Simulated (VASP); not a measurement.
# LiCl in VASP: notebook, part 2 of 2

VASP 6.6.1.

## 5. Single point, PBE

This run uses another cell than the first one, of the same volume but with other edges.

INCAR reads:

```
ALGO = Normal
EDIFF = 1E-6
ENCUT = 520
GGA = PE
ISIF = 2
ISMEAR = 0
LASPH = True
LCHARG = False
LREAL = False
LWAVE = False
NBANDS = 30
NELM = 80
PREC = Accurate
SIGMA = 0.1
```

KPOINTS reads:

```
k-points
0
Gamma
  4 4 4
```

POSCAR reads:

```
LiCl
1.0
    0.0002562913      0.0000038024      5.1809665843
   -4.1889708096      4.1593941842      2.5901786498
   -4.1896550660     -4.1593718357      2.5901857279
Li Cl
4 4
Direct
    0.6420919765      0.5007738334      0.2148118926
    0.3585417214      0.4992205241      0.7851815815
    0.1429288349      0.2148605103      0.5005108194
    0.8580897930      0.7851247076      0.4995337113
    0.6503712806      0.1972001759      0.5012017824
    0.3487666822      0.8028127210      0.4988199049
    0.1502694409      0.5014672452      0.1971550727
    0.8489402707      0.4985402824      0.8027852351
```

Started as:

```sh
$ cat potpaw_PBE.64/Li_sv/POTCAR potpaw_PBE.64/Cl/POTCAR > POTCAR
$ mpirun -np 1 vasp_std > vasp.out
```

It took 5.3 min on 1 thread of Oxide Virtual Turin-like, shared host; peak memory 0.32 GiB.

The run converged. Its results:

```yaml
Free_energy: -29.4164 eV
Largest_force: 0.005 eV/Å
Band_gap_on_the_k_mesh: 5.43 eV
```

Forces in eV/Å, atoms in the order of the input:
```
Li  -0.003 -0.003  0.001
Li   0.003  0.003 -0.002
Li  -0.002  0.003 -0.002
Li   0.003 -0.002 -0.002
Cl   0.003 -0.003  0.002
Cl  -0.002  0.003  0.001
Cl   0.002  0.002  0.001
Cl  -0.003 -0.003  0.001
```

Levels at points of the mesh, in eV from the valence-band top:
| k point | band 17 | band 18 | band 19 | band 20 | band 21 | band 22 | band 23 | band 24 |
| --- | --- | --- | --- | --- | --- | --- | --- | --- |
| (0.00, 0.00, 0.00) | -0.54 | -0.39 | -0.39 | 0.00 | 5.43 | 8.23 | 8.30 | 8.67 |
| (0.50, 0.00, 0.00) | -0.49 | -0.49 | -0.22 | -0.22 | 7.04 | 7.04 | 7.87 | 7.87 |
| (0.00, 0.50, 0.00) | -0.75 | -0.48 | -0.44 | -0.36 | 6.49 | 7.25 | 8.11 | 8.83 |
| (0.50, 0.50, 0.00) | -0.49 | -0.49 | -0.21 | -0.21 | 7.02 | 7.02 | 7.86 | 7.86 |
| (0.00, 0.00, 0.50) | -0.75 | -0.48 | -0.44 | -0.36 | 6.49 | 7.25 | 8.11 | 8.83 |
| (0.50, 0.00, 0.50) | -0.49 | -0.49 | -0.21 | -0.21 | 7.02 | 7.02 | 7.86 | 7.86 |
| (0.00, 0.50, 0.50) | -0.93 | -0.76 | -0.76 | -0.49 | 7.42 | 7.95 | 7.95 | 8.06 |
| (0.50, 0.50, 0.50) | -0.49 | -0.49 | -0.22 | -0.22 | 7.04 | 7.04 | 7.87 | 7.87 |

Caveat: the cutoff is under 1.25 times the usual one of these potentials, so pressure, stress and relaxed cells hold a basis-set (Pulay) error.

## 6. Relaxation of cell and atoms, PBE

INCAR reads:

```
  PREC = Accurate
  ENCUT = 600
  EDIFF = 1E-6
  ISMEAR = 0
  SIGMA = 0.02
  LREAL = False
  LASPH = True
  NELM = 60
  ALGO = Normal
  ISIF = 3
  LWAVE = False
  LCHARG = False
  GGA = PE
  IBRION = 2
  NSW = 100
  EDIFFG = -0.01
```

KPOINTS reads:

```
Automatic mesh
0
Gamma
  6 6 6
```

POSCAR reads:

```
LiCl
1.0
   -4.1697405000      4.1697405000      2.5934820000
    4.1697405000     -4.1697405000      2.5934820000
    4.1697405000      4.1697405000     -2.5934820000
Li Cl
4 4
Direct
    0.1422970000      0.6422970000      0.7845940000
    0.8577030000      0.3577030000      0.2154060000
    0.3577030000      0.1422970000      0.5000000000
    0.6422970000      0.8577030000      0.5000000000
    0.8484815000      0.6515185000      0.5000000000
    0.1515185000      0.3484815000      0.5000000000
    0.6515185000      0.1515185000      0.8030370000
    0.3484815000      0.8484815000      0.1969630000
```

Potentials or basis: VASP PAW PBE potentials, release 64 (Li_sv, Cl).

Started as:

```sh
$ cat potpaw_PBE.64/Li_sv/POTCAR potpaw_PBE.64/Cl/POTCAR > POTCAR
$ mpirun -np 1 vasp_std > vasp.out
```

It took 8.9 min on 1 thread of Oxide Virtual Turin-like, shared host; peak memory 0.42 GiB.

Results (log left out):

```yaml
Free_energy: -29.4158 eV
Relaxed_volume: 22.52 Å³/atom
Relaxed_cell: a = 6.440 Å, b = 6.440 Å, c = 6.440 Å, α = 99.32°, β = 99.32°, γ = 132.53°
Space_group_after_relaxing_to_0.1_Å: I4/mcm (No. 140)
Energy_gained_by_relaxing: 0.0 meV/atom
Ionic_steps: 2
Pressure_after_relaxing: 0.0 GPa
Band_gap_on_the_k_mesh: 5.43 eV
```

Forces on the atoms (eV/Å):
```
Li   0.002  0.002  0.000
Li  -0.002 -0.002  0.000
Li   0.002 -0.002  0.000
Li  -0.002  0.002  0.000
Cl   0.002 -0.002  0.000
Cl  -0.002  0.002  0.000
Cl   0.002  0.002  0.000
Cl  -0.002 -0.002  0.000
```

Final structure:
```cif
data_structure
_symmetry_space_group_name_H-M 'P 1'
_symmetry_Int_Tables_number 1
_cell_length_a 6.4396
_cell_length_b 6.4396
_cell_length_c 6.4396
_cell_angle_alpha 99.324
_cell_angle_beta 99.324
_cell_angle_gamma 132.529
_cell_volume 180.14
loop_
_atom_site_label
_atom_site_type_symbol
_atom_site_fract_x
_atom_site_fract_y
_atom_site_fract_z
_atom_site_occupancy
Li1 Li 0.14231 0.64231 0.78462 1
Li2 Li 0.85769 0.35769 0.21538 1
Li3 Li 0.35769 0.14231 0.50000 1
Li4 Li 0.64231 0.85769 0.50000 1
Cl1 Cl 0.84847 0.65153 0.50000 1
Cl2 Cl 0.15153 0.34847 0.50000 1
Cl3 Cl 0.65153 0.15153 0.80306 1
Cl4 Cl 0.34847 0.84847 0.19694 1
```

Levels at points of the mesh, in eV from the valence-band top:
```csv
k point,band 18,band 19,band 20,band 21,band 22,band 23
"(0.00, 0.00, 0.00)",-0.40,-0.40,0.00,5.43,8.28,8.28
"(0.50, 0.00, 0.00)",-0.50,-0.22,-0.22,7.03,7.03,7.86
"(0.50, 0.50, 0.00)",-0.49,-0.44,-0.37,6.50,7.26,8.11
"(0.50, 0.50, 0.50)",-0.76,-0.76,-0.49,7.42,7.95,7.95
```

Caveat: the cutoff is under 1.25 times the usual one of these potentials, so pressure, stress and relaxed cells hold a basis-set (Pulay) error.

## 7. Summary

```tsv
task	cell	k mesh	cutoff (eV)	smearing	gap on the mesh (eV)
single point	a = 6.442 Å, angles 99.3, 99.3, 132.5°, 8 atoms	4 × 4 × 4	520	gaussian 0.1 eV	5.43
single point	a = 5.187, b = 6.442, c = 6.442 Å, angles 80.7, 66.3, 66.3°, 8 atoms	4 × 4 × 4	520	gaussian 0.1 eV	5.43
single point	a = 6.442 Å, angles 99.3, 99.3, 132.5°, 8 atoms	6 × 6 × 6	520	gaussian 0.02 eV	5.43
single point	a = 5.181, b = 6.446, c = 6.447 Å, angles 80.4, 66.3, 66.3°, 8 atoms	4 × 4 × 4	520	gaussian 0.1 eV	5.43
relaxation of cell and atoms	relaxed from a = 6.442 Å, angles 99.3, 99.3, 132.5°, 8 atoms	6 × 6 × 6	600	gaussian 0.02 eV	5.43
```

Alike in all rows: level PBE; potentials or basis VASP PAW PBE potentials, release 64 (Li_sv, Cl); no spin polarisation.

Caveats: the cutoff is under 1.25 times the usual one of these potentials, so pressure, stress and relaxed cells hold a basis-set (Pulay) error.

Absolute energies hang on the potentials; compare differences alone.
